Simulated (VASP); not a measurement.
# Ti12C in VASP: single point with PBEsol

Aim: the single point of Ti12C with PBEsol.

Everything below comes from runs of VASP 6.6.1. Logs are shortened: lines on timing, memory, paths and dates and some standing lists are left out, and cuts for length are marked.

**1. The cell of the first run**

The cell holds a slab with vacuum, 13 atoms: a = 5.735 Å, b = 5.735 Å, c = 19.270 Å, α = 90.00°, β = 90.00°, γ = 90.00°.

**2. Single point, PBEsol**

The input, INCAR:

```
SYSTEM = Ti12C
ALGO     = Normal         ! electronic algorithm
DIPOL    = 0.5 0.5 0.317
EDIFF    = 1E-6           ! SCF threshold, eV
ENCUT    = 520            ! plane-wave cutoff, eV
GGA      = PS             ! functional
IDIPOL   = 3            
ISIF     = 2              ! what is computed and relaxed
ISMEAR   = 0              ! smearing method
LASPH    = .True.         ! aspherical terms in the spheres
LCHARG   = .True.         ! write CHGCAR
LDIPOL   = .True.       
LELF     = .True.         ! ELF
LREAL    = .False.        ! projectors in reciprocal space
LVACPOTAV= .True.       
LVHAR    = .True.       
LWAVE    = .False.        ! write WAVECAR
NBANDS   = 86             ! bands
NELM     = 80             ! most SCF steps
PREC     = Accurate       ! precision mode
SIGMA    = 0.1            ! smearing width, eV
```

The input, KPOINTS:

```
k-points
0
Gamma
  5 5 1
  0 0 0
```

The input, POSCAR:

```
Ti12C
1.0
    5.7352564297      0.0000000000      0.0000000000
    0.0000000000      5.7352564297      0.0000000000
    0.0000000000      0.0000000000     19.2700584075
Ti C
12 1
Direct
    0.2500000000      0.2500000000      0.2075759147
    0.2500000000      0.7500000000      0.2075759147
    0.7500000000      0.2500000000      0.2075759147
    0.7500000000      0.7500000000      0.2075759147
    0.0000000000      0.0000000000      0.3052972905
    0.0000000000      0.5000000000      0.3052972905
    0.5000000000      0.0000000000      0.3052972905
    0.5000000000      0.5000000000      0.3052972905
    0.2500000000      0.2500000000      0.4032192453
    0.2500000000      0.7500000000      0.4032192453
    0.7500000000      0.2500000000      0.4032192453
    0.7500000000      0.7500000000      0.4032192453
    0.3333333333      0.5000000000      0.4603604279
```

Potentials or basis: VASP PAW PBE potentials, release 64 (Ti_sv, C).

Command:

```sh
> cat potpaw_PBE.64/Ti_sv/POTCAR potpaw_PBE.64/C/POTCAR > POTCAR
> mpirun -np 1 vasp_std > vasp.out
```

OUTCAR:

```text
SYSTEM = Ti12C
   EDIFF = 1E-6
   ENCUT = 520
   GGA = PS
   ISIF = 2
   ISMEAR = 0
   LASPH = .True.
   LREAL = .False.
   NELM = 80
   PREC = Accurate

 ion  position               nearest neighbor table
   1  0.250  0.250  0.208-   5 2.77   6 2.77   7 2.77   8 2.77   2 2.87   3 2.87   2 2.87   3 2.87

   2  0.250  0.750  0.208-   5 2.77   6 2.77   7 2.77   8 2.77   1 2.87   4 2.87   1 2.87   4 2.87

   3  0.750  0.250  0.208-   5 2.77   6 2.77   7 2.77   8 2.77   1 2.87   4 2.87   4 2.87   1 2.87
[... 4 lines left out ...]
                             6 2.87   7 2.87   6 2.87   7 2.87
   6  0.000  0.500  0.305-   1 2.77   2 2.77   3 2.77   4 2.77   9 2.77  10 2.77  11 2.77  12 2.77
                             5 2.87   8 2.87   5 2.87   8 2.87
   7  0.500  0.000  0.305-   1 2.77   2 2.77   3 2.77   4 2.77   9 2.77  10 2.77  11 2.77  12 2.77
                             5 2.87   8 2.87   8 2.87   5 2.87
   8  0.500  0.500  0.305-   1 2.77   2 2.77   3 2.77   4 2.77   9 2.77  10 2.77  11 2.77  12 2.77
                             6 2.87   7 2.87   7 2.87   6 2.87
   9  0.250  0.250  0.403-  13 1.87   6 2.77   7 2.77   8 2.77   5 2.77  11 2.87  10 2.87  10 2.87
                            11 2.87
  10  0.250  0.750  0.403-  13 1.87   6 2.77   7 2.77   8 2.77   5 2.77  12 2.87   9 2.87   9 2.87
                            12 2.87
  11  0.750  0.250  0.403-   5 2.77   6 2.77   7 2.77   8 2.77   9 2.87  12 2.87  12 2.87   9 2.87

  12  0.750  0.750  0.403-   5 2.77   6 2.77   7 2.77   8 2.77  10 2.87  11 2.87  11 2.87  10 2.87

  13  0.333  0.500  0.460-   9 1.87  10 1.87

  LATTYP: Found a simple tetragonal cell.
 ALAT       =     5.7352564297
 C/A-ratio  =     3.3599296986

  Lattice vectors:

 A1 = (   5.7352564297,   0.0000000000,   0.0000000000)
 A2 = (   0.0000000000,   5.7352564297,   0.0000000000)
 A3 = (   0.0000000000,   0.0000000000,  19.2700584075)

Analysis of symmetry for initial positions (statically):
=====================================================================
 Subroutine PRICEL returns:
 Original cell was already a primitive cell.

 Routine SETGRP: Setting up the symmetry group for a
 simple tetragonal supercell.

 Subroutine GETGRP returns: Found  2 space group operations
 (whereof  2 operations were pure point group operations)
 out of a pool of 16 trial point group operations.

The static configuration has the point symmetry C_1h.

Analysis of symmetry for dynamics (positions and initial velocities):
=====================================================================
 Subroutine PRICEL returns:
 Original cell was already a primitive cell.

 Routine SETGRP: Setting up the symmetry group for a
 simple tetragonal supercell.

[... 133 lines left out ...]
  Thomas-Fermi vector in A             =   2.140935
   LORBIT       =      0    0 simple, 1 ext, 2 COOP (PROOUT), +10 PAW based schemes
   GGA     = PS    functional components
   LHFCALC =     F    Hartree Fock is set to
   AEXX    =    0.0000 exact exchange contribution
   IVDW    =     0    specifies the selected vdW correction
   LEPSILON=     F    determine dielectric tensor
   LRPA    =     F    only Hartree local field effects (RPA)
 non-spin polarized calculation
 Gauss-broadening in eV      SIGMA  =   0.10
  energy-cutoff  :      520.00
  volume of cell :      633.85
 maximum number of plane-waves:     17110
 NGX is ok and might be reduce to    48
   NGX = 21   NGY = 21   NGZ = 71

 dipolmoment           0.000000      0.000000     -0.924258 electrons x Angstroem

 number of electron     148.0000029 magnetization

 dipolmoment           0.000000      0.000000      0.149327 electrons x Angstroem

 Free energy of the ion-electron system (eV)
  ---------------------------------------------------
  ext. energy  EPLUGINS =         0.00000000
  ---------------------------------------------------
  free energy    TOTEN  =      -100.38559182 eV

  energy without entropy =     -100.24394924  energy(sigma->0) =     -100.31477053

 E-fermi :  -0.0617     XC(G=0):  -4.8450

 val. band max:       -0.0660143918   @ k =  -0.2000   0.4000   0.0000
 cond. band min:      -0.0502665862   @ k =  -0.2000   0.4000   0.0000
 fundamental gap:      0.0157478056
 Fermi energy:        -0.0617157587

 k-point     1 :       0.0000    0.0000    0.0000
  band No.  band energies     occupation
      1     -56.6876      2.00000
      2     -56.6332      2.00000
      3     -56.5967      2.00000
      4     -56.5376      2.00000
      5     -56.5195      2.00000
      6     -56.4699      2.00000
[... 790 lines left out ...]
     85       0.9307      0.00000
     86       0.9517      0.00000

------------------------ aborting loop because EDIFF is reached ----------------------------------------

  FORCE on cell =-STRESS in cart. coord.  units (eV):
  Direction    XX          YY          ZZ          XY          YZ          ZX
  --------------------------------------------------------------------------------------
  -------------------------------------------------------------------------------------
  Total       -4.5955918     -0.4382807      1.8386746      0.0000000      0.0000000      1.7533814
  in kB      -11.6161794     -1.1078327      4.6475787      0.0000000      0.0000000      4.4319848
  external PRESSURE =      -2.6921445 kB  Pullay stress =       0.0000000 kB

 VOLUME and BASIS-vectors are now :
 -----------------------------------------------------------------------------
  energy-cutoff  :      520.00
  volume of cell :      633.85
      direct lattice vectors                 reciprocal lattice vectors
     5.735256430  0.000000000  0.000000000     0.174360120  0.000000000  0.000000000
     0.000000000  5.735256430  0.000000000     0.000000000  0.174360120  0.000000000
     0.000000000  0.000000000 19.270058407     0.000000000  0.000000000  0.051893979

 POSITION                                       TOTAL-FORCE (eV/Angst)
 -----------------------------------------------------------------------------------
      1.43381      1.43381      4.00000         0.025337     -0.001676      0.001415
      1.43381      4.30144      4.00000         0.025337      0.001676      0.001415
      4.30144      1.43381      4.00000         0.003842     -0.036751      0.215463
      4.30144      4.30144      4.00000         0.003842      0.036751      0.215463
      0.00000      0.00000      5.88310        -0.461104      0.000000     -0.480518
      0.00000      2.86763      5.88310        -0.202725      0.000000     -0.404729
      2.86763      0.00000      5.88310         0.709786      0.000000     -0.632423
      2.86763      2.86763      5.88310        -0.113449      0.000000     -0.339965
      1.43381      1.43381      7.77006        -0.336271     -0.623497      0.283885
      1.43381      4.30144      7.77006        -0.336271      0.623497      0.283885
      4.30144      1.43381      7.77006        -0.497281     -0.254345      0.409145
      4.30144      4.30144      7.77006        -0.497281      0.254345      0.409145
      1.91175      2.86763      8.87117         1.676237      0.000000      0.037820
 -----------------------------------------------------------------------------------
    total drift:                               -0.000174      0.000000      0.000708

  FREE ENERGIE OF THE ION-ELECTRON SYSTEM (eV)
  ---------------------------------------------------
  free  energy   TOTEN  =      -100.3855918174 eV

  energy  without entropy=     -100.2439492369  energy(sigma->0) =     -100.31477053

 vacuum level on the upper side and lower side of the slab         4.733         3.912
```

It took 33 min on 1 thread of Intel Xeon 6975P-C, shared host; peak memory 0.85 GiB.

What came out:

```yaml
Free_energy: -100.3856 eV
Largest_force: 1.677 eV/Å
Band_gap_on_the_k_mesh: zero (band 74 reaches -0.02 eV, above the bottom of band 75 at -0.23 eV)
```

Forces on the atoms (eV/Å):
```
Ti   0.025 -0.002  0.001
Ti   0.025  0.002  0.001
Ti   0.004 -0.037  0.215
Ti   0.004  0.037  0.215
Ti  -0.461  0.000 -0.481
Ti  -0.203  0.000 -0.405
Ti   0.710  0.000 -0.632
Ti  -0.113  0.000 -0.340
Ti  -0.336 -0.623  0.284
Ti  -0.336  0.623  0.284
Ti  -0.497 -0.254  0.409
Ti  -0.497  0.254  0.409
C    1.676  0.000  0.038
```

Caveat: the PAW data sets were made with another functional, which shifts forces and pressure a little.
